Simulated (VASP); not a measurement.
# Cs (Fd-3m) in VASP: further runs

Cs is run at these levels: PBE; tasks: single point.

All numbers are computed with VASP 6.6.1; they aren't measurements. Logs are shortened: lines on timing, memory, paths and dates and some standing lists are left out, and cuts for length are marked.

**1. The cell of the first run**

The structure is cubic, space group Fd-3m (No. 227). The conventional cell has a = 11.430 Å, b = 11.430 Å, c = 11.430 Å, α = 90.00°, β = 90.00°, γ = 90.00°.

**2. Single point, PBE**

The input, INCAR:

```
SYSTEM = Cs
ALGO = Normal
EDIFF = 1E-6
ENCUT = 520
GGA = PE
ISIF = 2
ISMEAR = -1
LASPH = .True.
LCHARG = .False.
LREAL = .False.
LWAVE = .False.
NBANDS = 16
NELM = 80
PREC = Accurate
SIGMA = 0.08
```

The input, KPOINTS:

```
k-points
0
Gamma
  6 6 6
  0 0 0
```

The input, POSCAR:

```
Cs
1.0
    0.0000000000      5.7148403267      5.7148403267
    5.7148403267      0.0000000000      5.7148403267
    5.7148403267      5.7148403267      0.0000000000
Cs
2
Direct
   -0.1250000000     -0.1250000000     -0.1250000000
    0.1250000000      0.1250000000      0.1250000000
```

Potentials or basis: VASP PAW PBE potentials, release 64 (Cs_sv).

The run is started by

```console
$ cat potpaw_PBE.64/Cs_sv/POTCAR > POTCAR
$ mpirun -np 1 vasp_std > vasp.out
```

OUTCAR:

```text
SYSTEM = Cs
   EDIFF = 1E-6
   ENCUT = 520
   GGA = PE
   ISIF = 2
   ISMEAR = -1
   LASPH = .True.
   LREAL = .False.
   NELM = 80
   PREC = Accurate

 ion  position               nearest neighbor table
   1  0.875  0.875  0.875-
   2  0.125  0.125  0.125-

  LATTYP: Found a face centered cubic cell.
 ALAT       =    11.4296806534

  Lattice vectors:

 A1 = (   0.0000000000,   5.7148403267,   5.7148403267)
 A2 = (   5.7148403267,   0.0000000000,   5.7148403267)
 A3 = (   5.7148403267,   5.7148403267,   0.0000000000)

Analysis of symmetry for initial positions (statically):
=====================================================================
 Subroutine PRICEL returns:
 Original cell was already a primitive cell.

 Routine SETGRP: Setting up the symmetry group for a
 face centered cubic supercell.

 Subroutine GETGRP returns: Found 48 space group operations
 (whereof 12 operations were pure point group operations)
 out of a pool of 48 trial point group operations.

The static configuration has the point symmetry D_3d.
 The point group associated with its full space group is O_h .

Analysis of symmetry for dynamics (positions and initial velocities):
=====================================================================
 Subroutine PRICEL returns:
 Original cell was already a primitive cell.

 Routine SETGRP: Setting up the symmetry group for a
 face centered cubic supercell.

 Subroutine GETGRP returns: Found 48 space group operations
 (whereof 12 operations were pure point group operations)
 out of a pool of 48 trial point group operations.

The dynamic configuration has the point symmetry D_3d.
 The point group associated with its full space group is O_h .

 Subroutine INISYM returns: Found 48 space group operations
 (whereof 12 operations are pure point group operations),
 and found     1 'primitive' translations

----------------------------------------------------------------------------------------

                                     Primitive cell

  volume of cell :     373.2865

  direct lattice vectors                    reciprocal lattice vectors
     0.000000000  5.714840327  5.714840327    -0.087491508  0.087491508  0.087491508
     5.714840327  0.000000000  5.714840327     0.087491508 -0.087491508  0.087491508
     5.714840327  5.714840327  0.000000000     0.087491508  0.087491508 -0.087491508

  length of vectors
     8.082004697  8.082004697  8.082004697     0.151539738  0.151539738  0.151539738

  position of ions in fractional coordinates (direct lattice)
     0.875000000  0.875000000  0.875000000
     0.125000000  0.125000000  0.125000000

  ion indices of the primitive-cell ions
   primitive index   ion index
                 1           1
                 2           2

----------------------------------------------------------------------------------------

 KPOINTS: k-points

Automatic generation of k-mesh.
 Grid dimensions read from file:
 generate k-points for:    6    6    6

 Generating k-lattice:

  Cartesian coordinates                     Fractional coordinates (reciprocal lattice)
    -0.014581918  0.014581918  0.014581918     0.166666667  0.000000000  0.000000000
     0.014581918 -0.014581918  0.014581918     0.000000000  0.166666667  0.000000000
     0.014581918  0.014581918 -0.014581918     0.000000000  0.000000000  0.166666667

  Length of vectors
     0.025256623  0.025256623  0.025256623

  Shift w.r.t. Gamma in fractional coordinates (k-lattice)
     0.000000000  0.000000000  0.000000000

 Subroutine IBZKPT returns following result:
 ===========================================

 Found     16 irreducible k-points:

 Following reciprocal coordinates:
            Coordinates               Weight
  0.000000  0.000000  0.000000      1.000000
  0.166667  0.000000  0.000000      8.000000
  0.333333  0.000000  0.000000      8.000000
  0.500000  0.000000  0.000000      4.000000
  0.166667  0.166667  0.000000      6.000000
  0.333333  0.166667  0.000000     24.000000
[... 8 lines left out ...]
 -0.333333  0.333333  0.166667     24.000000
 -0.333333  0.500000  0.166667     12.000000
   k-points           NKPTS =     16   k-points in BZ     NKDIM =     16   number of bands    NBANDS=     16
   number of dos      NEDOS =    301   number of ions     NIONS =      2
   total plane-waves  NPLWV = 216000
   dimension x,y,z NGX =    60 NGY =   60 NGZ =   60
   dimension x,y,z NGXF=   120 NGYF=  120 NGZF=  120
   ions per type =               2
   NGX,Y,Z   is equivalent  to a cutoff of  12.34, 12.34, 12.34 a.u.
   NGXF,Y,Z  is equivalent  to a cutoff of  24.68, 24.68, 24.68 a.u.
 SYSTEM =  Cs
   PREC   = accura    normal or accurate (medium, high low for compatibility)
   ISTART =      0    job   : 0-new  1-cont  2-samecut
   ICHARG =      2    charge: 1-file 2-atom 10-const
   ISPIN  =      1    spin polarized calculation?
   LNONCOLLINEAR =      F non collinear calculations
   LSORBIT =      F    spin-orbit coupling
   LASPH  =      T    aspherical Exc in radial PAW
   ENCUT  =  520.0 eV  38.22 Ry    6.18 a.u.  15.03 15.03 15.03*2*pi/ulx,y,z
   NELM   =     80;   NELMIN=  2; NELMDL= -5     # of ELM steps
   EDIFF  = 0.1E-05   stopping-criterion for ELM
   LREAL  =      F    real-space projection
   EDIFFG = 0.1E-04   stopping-criterion for IOM
   NSW    =      0    number of steps for IOM
   IBRION =     -1    ionic relax: 0-MD 1-quasi-New 2-CG
   NFREE  =      0    steps in history (QN), initial steepest desc. (CG)
   ISIF   =      2    stress and relaxation
   ISYM   =      2    0-nonsym 1-usesym 2-fastsym
   POTIM  = 0.5000    time-step for ionic-motion
   TEBEG  =    0.0;   TEEND  =   0.0 temperature during run
   PSTRESS=    0.0 pullay stress
   NELECT =      18.0000    total number of electrons
   NUPDOWN=      -1.0000    fix difference up-down
   EMIN   =  10.00;   EMAX   =-10.00  energy-range for DOS
   EFERMI =   0.00;   METHOD = LEGACY
   ISMEAR =    -1;   SIGMA  =   0.08  broadening in eV -4-tet -1-fermi 0-gaus
   EFERMI_NEDOS =   21; number of points for ismear=-14 and -15
   IALGO  =     38    algorithm
   IMIX   =      4    mixing-type and parameters
     AMIX     =   0.40;   BMIX     =  1.00
     AMIX_MAG =   1.60;   BMIX_MAG =  1.00
  volume/ion in A,a.u.               =     186.64      1259.53
  Fermi-wavevector in a.u.,A,eV,Ry     =   0.595870  1.126031  4.830900  0.355061
  Thomas-Fermi vector in A             =   1.645999
   LORBIT       =      0    0 simple, 1 ext, 2 COOP (PROOUT), +10 PAW based schemes
   GGA     = PE    functional components
[... 5 lines left out ...]
 non-spin polarized calculation
  energy-cutoff  :      520.00
  volume of cell :      373.29
 maximum number of plane-waves:     10086
   NGX = 31   NGY = 31   NGZ = 31

 number of electron      18.0000003 magnetization

 Free energy of the ion-electron system (eV)
  ---------------------------------------------------
  ext. energy  EPLUGINS =         0.00000000
  ---------------------------------------------------
  free energy    TOTEN  =        -1.21478753 eV

  energy without entropy =       -1.17540367  energy(sigma->0) =       -1.19509560

 E-fermi :  -0.4154     XC(G=0):  -4.2217

 val. band max:       -0.6497415478   @ k =  -0.3333   0.3333   0.1667
 cond. band min:      -0.4084674485   @ k =   0.5000   0.5000   0.0000
 fundamental gap:      0.2412740993
 Fermi energy:        -0.4154301422

 k-point     1 :       0.0000    0.0000    0.0000
  band No.  band energies     occupation
      1     -24.7444      2.00000
      2     -24.7292      2.00000
      3     -11.5832      2.00000
      4     -11.5832      2.00000
      5     -11.5832      2.00000
      6     -11.4913      2.00000
[... 8 lines left out ...]
     15       1.3080      0.00000
     16       1.3080      0.00000

 k-point     2 :       0.1667    0.0000    0.0000
  band No.  band energies     occupation
      1     -24.7437      2.00000
      2     -24.7300      2.00000
      3     -11.5857      2.00000
      4     -11.5857      2.00000
      5     -11.5824      2.00000
      6     -11.4926      2.00000
[... 8 lines left out ...]
     15       1.0919      0.00000
     16       1.3313      0.00000

 k-point     3 :       0.3333    0.0000    0.0000
  band No.  band energies     occupation
      1     -24.7419      2.00000
      2     -24.7318      2.00000
      3     -11.5903      2.00000
      4     -11.5903      2.00000
      5     -11.5807      2.00000
      6     -11.4953      2.00000
[... 8 lines left out ...]
     15       1.1771      0.00000
     16       1.4552      0.00000

 k-point     4 :       0.5000    0.0000    0.0000
  band No.  band energies     occupation
      1     -24.7406      2.00000
      2     -24.7331      2.00000
      3     -11.5925      2.00000
      4     -11.5925      2.00000
      5     -11.5798      2.00000
      6     -11.4966      2.00000
[... 8 lines left out ...]
     15       1.1816      0.00000
     16       1.5781      0.00000

 k-point     5 :       0.1667    0.1667    0.0000
  band No.  band energies     occupation
      1     -24.7434      2.00000
      2     -24.7303      2.00000
      3     -11.5885      2.00000
      4     -11.5885      2.00000
      5     -11.5773      2.00000
      6     -11.4978      2.00000
[... 8 lines left out ...]
     15       1.0405      0.00000
     16       1.3296      0.00000

 k-point     6 :       0.3333    0.1667    0.0000
  band No.  band energies     occupation
      1     -24.7419      2.00000
      2     -24.7318      2.00000
      3     -11.5938      2.00000
      4     -11.5931      2.00000
      5     -11.5718      2.00000
      6     -11.5040      2.00000
[... 8 lines left out ...]
     15       1.1854      0.00000
     16       1.4112      0.00000
[... 115 lines left out ...]
 k-point    13 :       0.5000    0.5000    0.0000
  band No.  band energies     occupation
      1     -24.7369      2.00000
      2     -24.7369      2.00000
      3     -11.6018      2.00000
      4     -11.6018      2.00000
      5     -11.5385      2.00000
      6     -11.5385      2.00000
[... 8 lines left out ...]
     15       1.3725      0.00000
     16       1.3725      0.00000

 k-point    14 :       0.5000    0.3333    0.1667
  band No.  band energies     occupation
      1     -24.7401      2.00000
      2     -24.7336      2.00000
      3     -11.6002      2.00000
      4     -11.5961      2.00000
      5     -11.5618      2.00000
      6     -11.5143      2.00000
[... 8 lines left out ...]
     15       1.2315      0.00000
     16       1.3841      0.00000

 k-point    15 :      -0.3333    0.3333    0.1667
  band No.  band energies     occupation
      1     -24.7388      2.00000
      2     -24.7350      2.00000
      3     -11.6025      2.00000
      4     -11.5982      2.00000
      5     -11.5549      2.00000
      6     -11.5214      2.00000
[... 8 lines left out ...]
     15       1.2291      0.00000
     16       1.4464      0.00000

 k-point    16 :      -0.3333    0.5000    0.1667
  band No.  band energies     occupation
      1     -24.7369      2.00000
      2     -24.7369      2.00000
      3     -11.6019      2.00000
      4     -11.6019      2.00000
      5     -11.5383      2.00000
      6     -11.5383      2.00000
[... 8 lines left out ...]
     15       1.2917      0.00000
     16       1.2917      0.00000

------------------------ aborting loop because EDIFF is reached ----------------------------------------

  FORCE on cell =-STRESS in cart. coord.  units (eV):
  Direction    XX          YY          ZZ          XY          YZ          ZX
  --------------------------------------------------------------------------------------
  -------------------------------------------------------------------------------------
  Total        0.0042485      0.0042485      0.0042485      0.0000000      0.0000000      0.0000000
  in kB        0.0182351      0.0182351      0.0182351      0.0000000      0.0000000      0.0000000
  external PRESSURE =       0.0182351 kB  Pullay stress =       0.0000000 kB

 VOLUME and BASIS-vectors are now :
 -----------------------------------------------------------------------------
  energy-cutoff  :      520.00
  volume of cell :      373.29
      direct lattice vectors                 reciprocal lattice vectors
     0.000000000  5.714840327  5.714840327    -0.087491508  0.087491508  0.087491508
     5.714840327  0.000000000  5.714840327     0.087491508 -0.087491508  0.087491508
     5.714840327  5.714840327  0.000000000     0.087491508  0.087491508 -0.087491508

 POSITION                                       TOTAL-FORCE (eV/Angst)
 -----------------------------------------------------------------------------------
     10.00097     10.00097     10.00097         0.000000      0.000000      0.000000
      1.42871      1.42871      1.42871        -0.000000     -0.000000     -0.000000
 -----------------------------------------------------------------------------------
    total drift:                               -0.000000      0.000000     -0.000000

  FREE ENERGIE OF THE ION-ELECTRON SYSTEM (eV)
  ---------------------------------------------------
  free  energy   TOTEN  =        -1.2147875333 eV

  energy  without entropy=       -1.1754036675  energy(sigma->0) =       -1.19509560
```

It took 1.8 min on 1 thread of Intel Xeon 6975P-C, shared host; peak memory 0.52 GiB.

Results:

```
Free energy            : -1.2148 eV
Pressure               : 0.0 GPa
Band gap on the k mesh : zero (band 9 reaches -0.35 eV, above the bottom of band 10 at -0.41 eV)
```

Caveat: spin-orbit coupling is left out, which moves the levels of the heavy elements.

**3. Single point, PBE (volume scaled by 1, core large)**

The input, INCAR:

```
PREC = Accurate ; ENCUT = 520
EDIFF = 1E-6 ; ISMEAR = -1
SIGMA = 0.08 ; LREAL = F
LASPH = T ; NELM = 60
ALGO = Normal ; ISIF = 2
LWAVE = F ; LCHARG = F
GGA = PE ; NBANDS = 16
```

The input, KPOINTS:

```
regular mesh
0
Gamma
  6 6 6
```

POSCAR is that of step 2.

Potentials or basis: VASP PAW PBE potentials, release 64 (Cs_sv).

The run is started by

```console
$ cat potpaw_PBE.64/Cs_sv/POTCAR > POTCAR
$ mpirun -np 1 vasp_std > vasp.out
```

It took 1.9 min on 1 thread of Intel Xeon 6975P-C, shared host; peak memory 0.52 GiB.

Results (log left out):

* Free energy: -1.2148 eV
* Pressure: 0.0 GPa
* Band gap on the k mesh: zero (band 9 reaches -0.35 eV, above the bottom of band 10 at -0.41 eV)

Levels at points of the mesh, in eV from the Fermi level:
```csv
k point,band 7,band 8,band 9,band 10,band 11,band 12
"(0.00, 0.00, 0.00)",-11.08,-11.08,-1.28,1.35,1.35,1.36
"(0.50, 0.00, 0.00)",-11.07,-11.07,-0.54,0.06,1.15,1.15
"(0.50, 0.50, 0.00)",-11.06,-11.06,0.01,0.01,0.67,0.67
```

Caveat: spin-orbit coupling is left out, which moves the levels of the heavy elements.
